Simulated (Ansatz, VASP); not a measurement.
## One calculation of AlIn, two programs

The input INCAR:

```
SYSTEM = AlIn
PREC     = Accurate       ! precision mode
ENCUT    = 520            ! plane-wave cutoff, eV
EDIFF    = 1E-7           ! SCF threshold, eV
ISMEAR   = -1             ! smearing method
SIGMA    = 0.05           ! smearing width, eV
LREAL    = .FALSE.        ! projectors in reciprocal space
LASPH    = .TRUE.         ! aspherical terms in the spheres
NELM     = 80             ! most SCF steps
ALGO     = Fast           ! electronic algorithm
ISIF     = 2              ! what is computed and relaxed
LWAVE    = .FALSE.        ! write WAVECAR
LCHARG   = .FALSE.        ! write CHGCAR
GGA      = B5             ! functional
ALDAX    = 1.0          
AGGAX    = 1.0          
AGGAC    = 1.0          
ALDAC    = 0.0          
NBANDS   = 15             ! bands
```

File KPOINTS:

```
Automatic mesh
0
G
  6 6 3
  0 0 0
```

Contents of POSCAR:

```
AlIn
1.0
    3.0541300000      0.0000000000      0.0000000000
   -1.5270700000      2.6449600000      0.0000000000
    0.0000000000      0.0000000000      5.8280200000
Al In
1 1
Direct
    0.0000000000      0.0000000000      0.0000000000
    0.0000000000      0.0000000000      0.5000000000
```

input.yaml

```yaml
crystal:
  lattice:
    - [3.05413, 0.0, 0.0]
    - [-1.52707, 2.64496, 0.0]
    - [0.0, 0.0, 5.82802]
  atoms:
    - { symbol: Al, position: [0.0, 0.0, 0.0] }
    - { symbol: In, position: [0.0, 0.0, 0.5] }
hamiltonian:
  xc: blyp
  pseudopotentials: { kind: paw }
kpoints:
  mp_grid: { grid: [6, 6, 3] }
  band_path:
    path:
      - [[0.0, 0.0, 0.0], [0.5, 0.0, 0.0], [0.3333333333, 0.3333333333, 0.0], [0.0, 0.0, 0.0], [0.0, 0.0, 0.5], [0.5, 0.0, 0.5], [0.3333333333, 0.3333333333, 0.5], [0.0, 0.0, 0.5]]
      - [[0.5, 0.0, 0.5], [0.5, 0.0, 0.0]]
      - [[0.3333333333, 0.3333333333, 0.0], [0.3333333333, 0.3333333333, 0.5]]
    npoints: 14
scf:
  occupations: { method: fermi_dirac, width: 0.05 }
  n_extra_bands: 6
output:
  forces: true
  stress: true
  eigenvalues: true
  fatbands: false
```

Alike in both runs: functional BLYP; k mesh 6 × 6 × 3; occupations fermi-dirac, width 0.05 eV; no spin polarisation.

```csv
,VASP,Ansatz
version,VASP 6.6.1,Ansatz 0.2.0
potentials or method,"VASP PAW PBE potentials, release 64 (Al, In_d)",Ansatz PAW
plane-wave cutoff (eV),520,420
valence electrons in the cell,16,16
task,single point,band structure
```

Ansatz gave:

| Quantity | Value |
| --- | --- |
| gap on the k mesh at the Fermi level (eV) | none |
| pressure (GPa) | 4.3 |
| traceless stress, the component that is largest in VASP (GPa) | -0.18 |

Task: What did VASP give for the same quantities?

Result: gap on the k mesh at the Fermi level (eV): none; pressure (GPa): 4.4; traceless stress, the component that is largest in VASP (GPa): -0.21.

VASP's potentials were made for PBE, not for BLYP. A gap of «none» marks a metal or a gap that the smearing closes.

The k mesh is coarse, so the values compare programs but aren't converged.
